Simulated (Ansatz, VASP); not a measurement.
**One calculation of SnSe2, two programs**

INCAR

```
SYSTEM = SnSe2
PREC = Accurate
ENCUT = 600
EDIFF = 1E-7
ISMEAR = 0
SIGMA = 0.01
LREAL = .False.
LASPH = .True.
NELM = 100
ALGO = Normal
ISIF = 3
LWAVE = .False.
LCHARG = .False.
GGA = PE
IBRION = 2
NSW = 80
EDIFFG = -0.05
```

File KPOINTS:

```
Automatic mesh
0
Gamma
  6 6 4
  0 0 0
```

File POSCAR:

```
SnSe2
1.0
    3.8110000000      0.0000000000      0.0000000000
   -1.9055000000      3.3004200000      0.0000000000
    0.0000000000      0.0000000000      6.1360000000
Sn Se
1 2
Direct
    0.0000000000      0.0000000000      0.0000000000
    0.3333333333      0.6666666667      0.2490000000
    0.6666666667      0.3333333333      0.7510000000
```

Input for Ansatz:

```yaml
crystal:
  lattice:
    - [3.811, 0.0, 0.0]
    - [-1.9055, 3.30042, 0.0]
    - [0.0, 0.0, 6.136]
  atoms:
    - { symbol: Sn, position: [0.0, 0.0, 0.0] }
    - { symbol: Se, position: [0.3333333333333333, 0.6666666666666666, 0.249] }
    - { symbol: Se, position: [0.6666666666666666, 0.3333333333333333, 0.751] }
basis:
  ecutwfc: 476.19925930478996
kpoints:
  mp_grid:
    grid: [6, 6, 4]
hamiltonian:
  xc: pbe
  dispersion: none
scf:
  occupations:
    method: fixed
relax:
  f_tol: 0.05
  cell: {}
```

Alike in both runs: task relaxation of cell and atoms; functional PBE; k mesh 6 × 6 × 4; no spin polarisation.

|  | VASP | Ansatz |
| --- | --- | --- |
| version | VASP 6.6.1 | Ansatz 0.2.0 |
| potentials or method | VASP PAW PBE potentials, release 64 (Sn_d, Se), cutoff 600 eV | plane waves, PAW |
| occupations | gaussian, width 0.01 eV | fixed |
| valence electrons in the cell | 26 | 46 |

```tsv
	VASP	Ansatz	Ansatz less VASP
relaxed volume (Å³/atom)	30.20	30.08	-0.121
relaxed cell length with the largest relative difference (Å)	6.966	6.936	-0.0304
```

VASP's potentials hold 26 valence electrons a cell and Ansatz's 46, so a difference there can come from the potentials and not from the codes.

Noted on VASP's run: the volume moved by over 15 % at a fixed basis, so the end points are rough.
